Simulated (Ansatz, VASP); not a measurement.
GeSbTe3 in VASP and in Ansatz

Contents of INCAR:

```
SYSTEM = GeSbTe3
PREC = Accurate
ENCUT = 600
EDIFF = 1E-6
ISMEAR = 0
SIGMA = 0.1
LREAL = .FALSE.
LASPH = .TRUE.
NELM = 80
ALGO = Normal
ISIF = 3
LWAVE = .FALSE.
LCHARG = .FALSE.
GGA = PE
IBRION = 2
NSW = 100
EDIFFG = -0.01
```

The input KPOINTS:

```
Automatic mesh
0
G
  10 10 4
  0 0 0
```

POSCAR

```
GeSbTe3
1.0
    4.2188294623      0.0000000000      0.0000000000
    0.0000000000      4.2188294623      0.0000000000
    0.0000000000      0.0000000000      8.9630232458
Ge Sb Te
1 1 3
Direct
    0.0000000000      0.0000000000      0.0000000000
    0.5000000000      0.5000000000      0.5000000000
    0.5000000000      0.5000000000      0.1632397431
    0.5000000000      0.5000000000      0.8367602569
    0.0000000000      0.0000000000      0.5000000000
```

Input for Ansatz:

```yaml
crystal:
  lattice:
    - [4.2188294623, 0.0, 0.0]
    - [0.0, 4.2188294623, 0.0]
    - [0.0, 0.0, 8.9630232458]
  atoms:
    - { symbol: Ge, position: [0.0, 0.0, 0.0] }
    - { symbol: Sb, position: [0.5, 0.5, 0.5] }
    - { symbol: Te, position: [0.5, 0.5, 0.1632397431] }
    - { symbol: Te, position: [0.5, 0.5, 0.8367602569] }
    - { symbol: Te, position: [0.0, 0.0, 0.5] }
basis:
  ecutwfc: 420
kpoints:
  mp_grid: { grid: [10, 10, 4] }
hamiltonian:
  xc: pbe
scf:
  occupations: { method: gaussian, width: 0.1 }
output:
  forces: true
  stress: true
  eigenvalues: true
relax:
  adjacent_minimum: "off"
  f_tol: 0.01
  max_steps: 80
  cell: { stress_tol: 0.05 }
```

Alike in both runs: task relaxation of cell and atoms; functional PBE; k mesh 10 × 10 × 4; occupations gaussian, width 0.1 eV; no spin polarisation.

```csv
,VASP,Ansatz
version,VASP 6.6.1,Ansatz 0.2.0
potentials or method,"VASP PAW PBE potentials, release 64 (Ge_d, Sb, Te), cutoff 600 eV","scalar-relativistic, plane waves, PAW"
valence electrons in the cell,37,77
```

VASP gave:

```
gap on the k mesh at the Fermi level, each at its own relaxed structure (eV) : none
relaxed volume (Å³/atom)                                                     : 32.18
relaxed length of the cell vector where the two differ most in proportion (Å)              : 9.193
```

Q: What did Ansatz give for the same quantities?

A: gap on the k mesh at the Fermi level, each at its own relaxed structure (eV): none; relaxed volume (Å³/atom): 32.23; relaxed length of the cell vector where the two differ most in proportion (Å): 9.202.

A gap of «none» marks a metal or a gap that the smearing closes. VASP's potentials hold 37 valence electrons a cell and Ansatz's 77, so a difference there can come from the potentials and not from the codes.

Neither program's run includes spin-orbit coupling.
